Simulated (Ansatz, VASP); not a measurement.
**Two plane-wave programs on Mg**

```xyz
1
Lattice="-1.8028 1.8028 1.7157 1.8028 -1.8028 1.7157 1.8028 1.8028 -1.7157" Properties=species:S:1:pos:R:3 pbc="T T T"
Mg    0.0000    0.0000    0.0000
```

Alike in both runs: task relaxation of cell and atoms; functional PBEsol; k mesh 16 × 16 × 16; occupations gaussian, width 0.1 eV; no spin polarisation.

|  | VASP | Ansatz |
| --- | --- | --- |
| version | VASP 6.6.1 | Ansatz 0.2.0 |
| potentials or method | VASP PAW PBE potentials, release 64 (Mg), cutoff 600 eV | scalar-relativistic, plane waves, PAW |
| valence electrons in the cell | 2 | 10 |

|  | VASP | Ansatz | Ansatz less VASP |
| --- | --- | --- | --- |
| gap on the k mesh at the Fermi level, each at its own relaxed structure (eV) | none | none | - |
| relaxed volume (Å³/atom) | 22.51 | 22.54 | +0.026 |
| relaxed cell length with the largest relative difference (Å) | 3.085 | 3.085 | +0.0008 |

VASP's potentials were made for PBE, not for PBEsol. A gap of «none» marks a metal or a gap that the smearing closes. VASP's potentials hold 2 valence electrons a cell and Ansatz's 10, so a difference there can come from the potentials and not from the codes.
